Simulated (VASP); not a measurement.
Write the native input for VASP 6.6.1 that does the following.

```
Task                   : single point
Functional             : LDA
Potentials or basis    : VASP PAW LDA potentials, release 64 (Mn_sv, O)
Cutoff                 : 700 eV
k mesh                 : 7 × 7 × 7
Occupations            : gaussian, width 0.05 eV
Spin                   : collinear spin, ferromagnetic start
Starting moments       : [5.0, 0.0] μB
Hubbard terms          : Mn d U = 4.0 eV, J = 0.7 eV
Dipole correction      : no
LDAUTYPE               : 1
Hund's J               : 0.7
Further INCAR settings : ALGO = Normal; EDIFF = 1e-06; NBANDS = 22
```

The structure of MnO lies in POSCAR:

```
MnO
1.0
    0.0000000000      2.2220003300      2.2220003300
    2.2220003300      0.0000000000      2.2220003300
    2.2220003300      2.2220003300      0.0000000000
Mn O
1 1
Direct
    0.0000000000      0.0000000000      0.0000000000
    0.5000000000      0.5000000000      0.5000000000
```

One way to write it, as run:

INCAR

```
ALGO     = Normal         # electronic algorithm
EDIFF    = 1E-6           # SCF threshold, eV
ENCUT    = 700            # plane-wave cutoff, eV
GGA      = CA             # functional
GGA_COMPAT= F            
ISIF     = 2              # what is computed and relaxed
ISMEAR   = 0              # smearing method
ISPIN    = 2              # spin polarisation
LASPH    = T              # aspherical terms in the spheres
LCHARG   = F              # write CHGCAR
LDAU     = T              # DFT+U
LDAUJ    = 0.7 0        
LDAUL    = 2 -1           # shell
LDAUPRINT= 1            
LDAUTYPE = 1            
LDAUU    = 4 0            # U, eV
LMAXMIX  = 4              # l up to which the mixer works
LORBIT   = 11             # projections on sites
LREAL    = F              # projectors in reciprocal space
LWAVE    = F              # write WAVECAR
MAGMOM   = 5 0            # initial moments
NBANDS   = 22             # bands
NELM     = 200            # most SCF steps
PREC     = Accurate       # precision mode
SIGMA    = 0.05           # smearing width, eV
```

KPOINTS

```
k-points
0
Gamma
  7 7 7
```

Potentials or basis: VASP PAW LDA potentials, release 64 (Mn_sv, O).

Command:

```bash
$ cat potpaw_LDA.64/Mn_sv/POTCAR potpaw_LDA.64/O/POTCAR > POTCAR
$ mpirun -np 1 vasp_std > vasp.out
```

Results of the run:

```
Pressure                                              : -6.6 GPa
Band gap on the k mesh                                : 0.10 eV (least direct gap 2.61 eV)
Net moment                                            : 5.00 μB per cell
Site moments                                          : Mn +4.43; O +0.20 μB
Valence electrons inside the program's atomic spheres : Mn 12.87; O 4.97
```

Caveat: the cell stands under tension; semilocal functionals underestimate gaps, and a narrow one can read as zero; an odd mesh through Γ misses points on the zone boundary, where band edges can lie; a cell with one magnetic atom can't hold antiferromagnetic order, which such compounds often take.

Run time: 38 s on 1 thread of Intel(R) Xeon(R) Platinum 8259CL CPU @ 2.50GHz (Skylake/Cascade Lake) (shared host), peak memory 0.16 GiB.
